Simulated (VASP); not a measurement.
# InP (I-4m2) in VASP: notebook

The runs below take InP through single point, with r2SCAN.

Everything below comes from runs of VASP 6.6.1. Logs are shortened: lines on timing, memory, paths and dates and some standing lists are left out, and cuts for length are marked.

## 1. The cell of the first run

It takes space group I-4m2 (No. 119, tetragonal). Conventional cell: a = 4.144 Å, b = 4.144 Å, c = 6.066 Å, α = 90.00°, β = 90.00°, γ = 90.00°. In (site symmetry -4m2) has 4 P at 2.57 Å within 3.4 Å. P (site symmetry -4m2) has 4 In at 2.57 Å within 3.4 Å.

## 2. Single point, r2SCAN (strain +0.0350 x Voigt [0, 1, 0, 0, 0, 0])

Input file POSCAR:

```
InP
1.0
    0.0000000000      3.0330675000      2.9305000000
    2.9305000000      0.0000000000      2.9305000000
    2.9305000000      3.0330675000      0.0000000000
In P
1 1
Direct
    0.0000000000      0.0000000000      0.0000000000
    0.7500000000      0.7500000000      0.7500000000
```

Input file INCAR.step1:

```
SYSTEM = InP
PREC = Accurate ; ENCUT = 520
ISMEAR = 0 ; SIGMA = 0.05
LREAL = .FALSE. ; LASPH = .TRUE.
NELM = 100 ; NBANDS = 16
GGA = PE ; ALGO = Normal
EDIFF = 1E-4 ; LWAVE = .TRUE.
LCHARG = .FALSE.
```

Input file INCAR.step2:

```
SYSTEM = InP
PREC = Accurate ; ENCUT = 520
EDIFF = 1E-7 ; ISMEAR = 0
SIGMA = 0.05 ; LREAL = .FALSE.
LASPH = .TRUE. ; NELM = 100
ALGO = Normal ; ISIF = 2
LWAVE = .FALSE. ; LCHARG = .FALSE.
METAGGA = R2SCAN ; LMIXTAU = .TRUE.
NBANDS = 16 ; ISTART = 1
```

Input file KPOINTS:

```
Automatic mesh
0
G
  8 8 8
  0 0 0
```

Potentials or basis: VASP PAW PBE potentials, release 64 (In_d, P).

Launch:

```bash
> cat potpaw_PBE.64/In_d/POTCAR potpaw_PBE.64/P/POTCAR > POTCAR
> cp INCAR.step1 INCAR
> mpirun -np 1 vasp_std > vasp.out
> cp INCAR.step2 INCAR
> mpirun -np 1 vasp_std > vasp.out
```

OUTCAR:

```text
SYSTEM = InP
   PREC = Accurate
   ENCUT = 520
   EDIFF = 1E-7
   ISMEAR = 0
   LREAL = .FALSE.
   LASPH = .TRUE.
   NELM = 100
   ISIF = 2
   METAGGA = R2SCAN
   ISTART = 1

 ion  position               nearest neighbor table
   1  0.000  0.000  0.000-   2 2.57   2 2.57   2 2.57   2 2.57
   2  0.750  0.750  0.750-   1 2.57   1 2.57   1 2.57   1 2.57

  LATTYP: Found a body centered tetragonal cell.
 ALAT       =     4.1443528445
 C/A-ratio  =     1.4637110371

  Lattice vectors:

 A1 = (   0.0000000000,  -3.0330675000,   2.9305000000)
 A2 = (   0.0000000000,  -3.0330675000,  -2.9305000000)
 A3 = (   2.9305000000,   3.0330675000,   0.0000000000)

Analysis of symmetry for initial positions (statically):
=====================================================================
 Subroutine PRICEL returns:
 Original cell was already a primitive cell.

 Routine SETGRP: Setting up the symmetry group for a
 body centered tetragonal supercell.

 Subroutine GETGRP returns: Found  8 space group operations
 (whereof  8 operations were pure point group operations)
 out of a pool of 16 trial point group operations.

The static configuration has the point symmetry D_2d.

Analysis of symmetry for dynamics (positions and initial velocities):
=====================================================================
 Subroutine PRICEL returns:
 Original cell was already a primitive cell.

 Routine SETGRP: Setting up the symmetry group for a
 body centered tetragonal supercell.

 Subroutine GETGRP returns: Found  8 space group operations
 (whereof  8 operations were pure point group operations)
 out of a pool of 16 trial point group operations.

The dynamic configuration has the point symmetry D_2d.

 Subroutine INISYM returns: Found  8 space group operations
 (whereof  8 operations are pure point group operations),
 and found     1 'primitive' translations

----------------------------------------------------------------------------------------

                                     Primitive cell

  volume of cell :      52.0949

  direct lattice vectors                    reciprocal lattice vectors
     0.000000000  3.033067500  2.930500000    -0.170619348  0.164849612  0.170619348
     2.930500000  0.000000000  2.930500000     0.170619348 -0.164849612  0.170619348
     2.930500000  3.033067500  0.000000000     0.170619348  0.164849612 -0.170619348

  length of vectors
     4.217502663  4.144352845  4.217502663     0.292228196  0.292228196  0.292228196

  position of ions in fractional coordinates (direct lattice)
     0.000000000  0.000000000  0.000000000
     0.750000000  0.750000000  0.750000000

  ion indices of the primitive-cell ions
   primitive index   ion index
                 1           1
                 2           2

----------------------------------------------------------------------------------------

 KPOINTS: Automatic mesh

Automatic generation of k-mesh.
 Grid dimensions read from file:
 generate k-points for:    8    8    8

 Generating k-lattice:

  Cartesian coordinates                     Fractional coordinates (reciprocal lattice)
    -0.021327419  0.020606201  0.021327419     0.125000000  0.000000000  0.000000000
     0.021327419 -0.020606201  0.021327419     0.000000000  0.125000000  0.000000000
     0.021327419  0.020606201 -0.021327419     0.000000000  0.000000000  0.125000000

  Length of vectors
     0.036528524  0.036528524  0.036528524

  Shift w.r.t. Gamma in fractional coordinates (k-lattice)
     0.000000000  0.000000000  0.000000000

 Subroutine IBZKPT returns following result:
 ===========================================

 Found     59 irreducible k-points:

 Following reciprocal coordinates:
            Coordinates               Weight
  0.000000  0.000000  0.000000      1.000000
  0.125000  0.000000 -0.000000      8.000000
  0.250000  0.000000 -0.000000      8.000000
  0.375000  0.000000 -0.000000      8.000000
  0.500000  0.000000 -0.000000      4.000000
  0.125000  0.125000  0.000000      4.000000
[... 16 lines left out ...]
  0.250000  0.000000  0.125000      8.000000
  0.375000  0.000000  0.125000      8.000000
 [... further k-points ...]
   k-points           NKPTS =     59   k-points in BZ     NKDIM =     59   number of bands    NBANDS=     16
   number of dos      NEDOS =    301   number of ions     NIONS =      2
   total plane-waves  NPLWV =  32768
   dimension x,y,z NGX =    32 NGY =   32 NGZ =   32
   dimension x,y,z NGXF=    64 NGYF=   64 NGZF=   64
   ions per type =               1   1
   NGX,Y,Z   is equivalent  to a cutoff of  12.61, 12.84, 12.61 a.u.
   NGXF,Y,Z  is equivalent  to a cutoff of  25.23, 25.67, 25.23 a.u.
 SYSTEM =  InP
   PREC   = accura    normal or accurate (medium, high low for compatibility)
   ISTART =      1    job   : 0-new  1-cont  2-samecut
   ICHARG =      0    charge: 1-file 2-atom 10-const
   ISPIN  =      1    spin polarized calculation?
   LNONCOLLINEAR =      F non collinear calculations
   LSORBIT =      F    spin-orbit coupling
   LASPH  =      T    aspherical Exc in radial PAW
   ENCUT  =  520.0 eV  38.22 Ry    6.18 a.u.   7.84  7.71  7.84*2*pi/ulx,y,z
   NELM   =    100;   NELMIN=  2; NELMDL=  0     # of ELM steps
   EDIFF  = 0.1E-06   stopping-criterion for ELM
   LREAL  =      F    real-space projection
   EDIFFG = 0.1E-05   stopping-criterion for IOM
   NSW    =      0    number of steps for IOM
   IBRION =     -1    ionic relax: 0-MD 1-quasi-New 2-CG
   NFREE  =      0    steps in history (QN), initial steepest desc. (CG)
   ISIF   =      2    stress and relaxation
   ISYM   =      2    0-nonsym 1-usesym 2-fastsym
   POTIM  = 0.5000    time-step for ionic-motion
   TEBEG  =    0.0;   TEEND  =   0.0 temperature during run
   PSTRESS=    0.0 pullay stress
   NELECT =      18.0000    total number of electrons
   NUPDOWN=      -1.0000    fix difference up-down
   EMIN   =  10.00;   EMAX   =-10.00  energy-range for DOS
   EFERMI =   0.00;   METHOD = LEGACY
   ISMEAR =     0;   SIGMA  =   0.05  broadening in eV -4-tet -1-fermi 0-gaus
   EFERMI_NEDOS =   21; number of points for ismear=-14 and -15
   IALGO  =     38    algorithm
   IMIX   =      4    mixing-type and parameters
     AMIX     =   0.40;   BMIX     =  1.00
     AMIX_MAG =   1.60;   BMIX_MAG =  1.00
  volume/ion in A,a.u.               =      26.05       175.78
  Fermi-wavevector in a.u.,A,eV,Ry     =   1.148772  2.170864 17.955296  1.319677
  Thomas-Fermi vector in A             =   2.285445
   LORBIT       =      0    0 simple, 1 ext, 2 COOP (PROOUT), +10 PAW based schemes
   METAGGA = R2SCAN    functional components
   LHFCALC =     F    Hartree Fock is set to
   AEXX    =    0.0000 exact exchange contribution
   IVDW    =     0    specifies the selected vdW correction
   LEPSILON=     F    determine dielectric tensor
   LRPA    =     F    only Hartree local field effects (RPA)
 non-spin polarized calculation
 Gauss-broadening in eV      SIGMA  =   0.05
  energy-cutoff  :      520.00
  volume of cell :       52.09
 maximum number of plane-waves:      1418
   NGX = 15   NGY = 15   NGZ = 15

 number of electron      18.0000005 magnetization

 Free energy of the ion-electron system (eV)
  ---------------------------------------------------
  ext. energy  EPLUGINS =         0.00000000
  ---------------------------------------------------
  free energy    TOTEN  =       -32.28980425 eV

  energy without entropy =      -32.28980425  energy(sigma->0) =      -32.28980425

 E-fermi :   4.8975     XC(G=0):  -9.7219

 val. band max:        4.6985682755   @ k =   0.0000   0.0000   0.0000
 cond. band min:       5.6012969276   @ k =   0.0000   0.0000   0.0000
 fundamental gap:      0.9027286521
 Fermi energy:         4.8975285176

 k-point     1 :       0.0000    0.0000    0.0000
  band No.  band energies     occupation
      1      -9.9641      2.00000
      2      -9.9488      2.00000
      3      -9.9488      2.00000
      4      -9.7965      2.00000
      5      -9.7908      2.00000
      6      -7.1192      2.00000
[... 8 lines left out ...]
     15      14.2320      0.00000
     16      14.7802      0.00000

 k-point     2 :       0.1250    0.0000   -0.0000
  band No.  band energies     occupation
      1      -9.9743      2.00000
      2      -9.9500      2.00000
      3      -9.9418      2.00000
      4      -9.7970      2.00000
      5      -9.7900      2.00000
      6      -6.9411      2.00000
[... 8 lines left out ...]
     15      14.0762      0.00000
     16      14.4121      0.00000

 k-point     3 :       0.2500    0.0000   -0.0000
  band No.  band energies     occupation
      1     -10.0154      2.00000
      2      -9.9357      2.00000
      3      -9.9265      2.00000
      4      -9.7961      2.00000
      5      -9.7861      2.00000
      6      -6.4461      2.00000
[... 8 lines left out ...]
     15      13.7339      0.00000
     16      14.2673      0.00000

 k-point     4 :       0.3750    0.0000   -0.0000
  band No.  band energies     occupation
      1     -10.0551      2.00000
      2      -9.9234      2.00000
      3      -9.9143      2.00000
      4      -9.7921      2.00000
      5      -9.7785      2.00000
      6      -5.7931      2.00000
[... 8 lines left out ...]
     15      14.5729      0.00000
     16      14.7219      0.00000
[... 324 lines left out ...]
 k-point    22 :       0.1250    0.0000    0.1250
  band No.  band energies     occupation
      1      -9.9946      2.00000
      2      -9.9352      2.00000
      3      -9.9351      2.00000
      4      -9.7951      2.00000
      5      -9.7923      2.00000
      6      -6.8917      2.00000
[... 8 lines left out ...]
     15      14.7141      0.00000
     16      14.9187      0.00000

 k-point    23 :       0.2500    0.0000    0.1250
  band No.  band energies     occupation
      1     -10.0257      2.00000
      2      -9.9247      2.00000
      3      -9.9193      2.00000
      4      -9.7974      2.00000
      5      -9.7886      2.00000
      6      -6.5098      2.00000
[... 8 lines left out ...]
     15      14.6975      0.00000
     16      15.5209      0.00000

 k-point    24 :       0.3750    0.0000    0.1250
  band No.  band energies     occupation
      1     -10.0574      2.00000
      2      -9.9175      2.00000
      3      -9.9057      2.00000
      4      -9.7928      2.00000
      5      -9.7859      2.00000
      6      -5.8975      2.00000
[... 8 lines left out ...]
     15      15.0670      0.00000
     16      15.1641      0.00000

 [... further k-points ...]

------------------------ aborting loop because EDIFF is reached ----------------------------------------

  FORCE on cell =-STRESS in cart. coord.  units (eV):
  Direction    XX          YY          ZZ          XY          YZ          ZX
  --------------------------------------------------------------------------------------
  -------------------------------------------------------------------------------------
  Total       -0.0995275     -0.6406653     -0.0995275      0.0000000     -0.0000000      0.0000000
  in kB       -3.0609637    -19.7036303     -3.0609637      0.0000000     -0.0000000      0.0000000
  external PRESSURE =      -8.6085192 kB  Pullay stress =       0.0000000 kB

 VOLUME and BASIS-vectors are now :
 -----------------------------------------------------------------------------
  energy-cutoff  :      520.00
  volume of cell :       52.09
      direct lattice vectors                 reciprocal lattice vectors
     0.000000000  3.033067500  2.930500000    -0.170619348  0.164849612  0.170619348
     2.930500000  0.000000000  2.930500000     0.170619348 -0.164849612  0.170619348
     2.930500000  3.033067500  0.000000000     0.170619348  0.164849612 -0.170619348

 POSITION                                       TOTAL-FORCE (eV/Angst)
 -----------------------------------------------------------------------------------
      0.00000      0.00000      0.00000         0.000000      0.000000      0.000000
      4.39575      4.54960      4.39575        -0.000000     -0.000000     -0.000000
 -----------------------------------------------------------------------------------
    total drift:                                0.000006     -0.000005      0.000006

  FREE ENERGIE OF THE ION-ELECTRON SYSTEM (eV)
  ---------------------------------------------------
  free  energy   TOTEN  =       -32.2898042475 eV

  energy  without entropy=      -32.2898042474  energy(sigma->0) =      -32.28980425
```

It took 2.3 min on 1 thread of Intel Xeon 8259CL, shared host; peak memory 0.21 GiB.

What came out:

```
Free energy            : -32.2898 eV
Pressure               : -0.9 GPa
Band gap on the k mesh : 0.90 eV
```

Caveat: the cell differs from its parent crystal (strain +0.0350 x Voigt [0, 1, 0, 0, 0, 0]); the PAW data sets were made with another functional, which shifts forces and pressure a little; spin-orbit coupling is left out, which moves the levels of the heavy elements.

## 3. Single point, r2SCAN (strain +0.0400 x Voigt [0, 1, 0, 0, 0, 0])

Input file POSCAR:

```
InP
1.0
    0.0000000000      3.0477200000      2.9305000000
    2.9305000000      0.0000000000      2.9305000000
    2.9305000000      3.0477200000      0.0000000000
In P
1 1
Direct
    0.0000000000      0.0000000000      0.0000000000
    0.7500000000      0.7500000000      0.7500000000
```

Input file INCAR.step1:

```
PREC = Accurate
ENCUT = 520
ISMEAR = 0
SIGMA = 0.05
LREAL = F
LASPH = T
NELM = 80
NBANDS = 16
GGA = PE
ALGO = Normal
EDIFF = 1E-4
LWAVE = T
LCHARG = F
```

Input file INCAR.step2:

```
PREC = Accurate
ENCUT = 520
EDIFF = 1E-6
ISMEAR = 0
SIGMA = 0.05
LREAL = F
LASPH = T
NELM = 80
ALGO = Normal
ISIF = 2
LWAVE = F
LCHARG = F
METAGGA = R2SCAN
LMIXTAU = T
NBANDS = 16
ISTART = 1
```

Input file KPOINTS:

```
regular mesh
0
Gamma
  8 8 8
```

Potentials or basis: VASP PAW PBE potentials, release 64 (In_d, P).

Launch:

```bash
> cat potpaw_PBE.64/In_d/POTCAR potpaw_PBE.64/P/POTCAR > POTCAR
> cp INCAR.step1 INCAR
> mpirun -np 1 vasp_std > vasp.out
> cp INCAR.step2 INCAR
> mpirun -np 1 vasp_std > vasp.out
```

Wall time 2.9 min (1 thread of Intel Xeon 8259CL, shared host); peak memory 0.21 GiB.

Results (log left out):

```
Free energy            : -32.2864 eV
Pressure               : -1.2 GPa
Band gap on the k mesh : 0.86 eV
```

Stress tensor (GPa, compression positive):
```
-0.54  0.00  0.00
 0.00 -2.45  0.00
 0.00  0.00 -0.54
```

Levels at points of the mesh, in eV from the valence-band top:
```csv
k point,band 5,band 6,band 7,band 8,band 9,band 10,band 11,band 12,band 13,band 14
"(0.00, 0.00, 0.00)",-14.49,-11.79,-0.20,0.00,0.00,0.86,4.36,4.36,4.43,8.83
"(0.50, 0.00, 0.00)",-14.48,-10.12,-5.73,-1.15,-0.88,1.67,4.99,5.22,7.40,9.80
"(0.50, 0.50, 0.00)",-14.46,-9.44,-5.69,-2.42,-2.40,1.93,2.36,9.66,9.77,9.99
"(0.50, 0.00, 0.50)",-14.47,-9.58,-5.93,-2.19,-2.19,2.15,2.72,9.29,9.99,9.99
```

Caveat: the cell differs from its parent crystal (strain +0.0400 x Voigt [0, 1, 0, 0, 0, 0]); the PAW data sets were made with another functional, which shifts forces and pressure a little; spin-orbit coupling is left out, which moves the levels of the heavy elements.
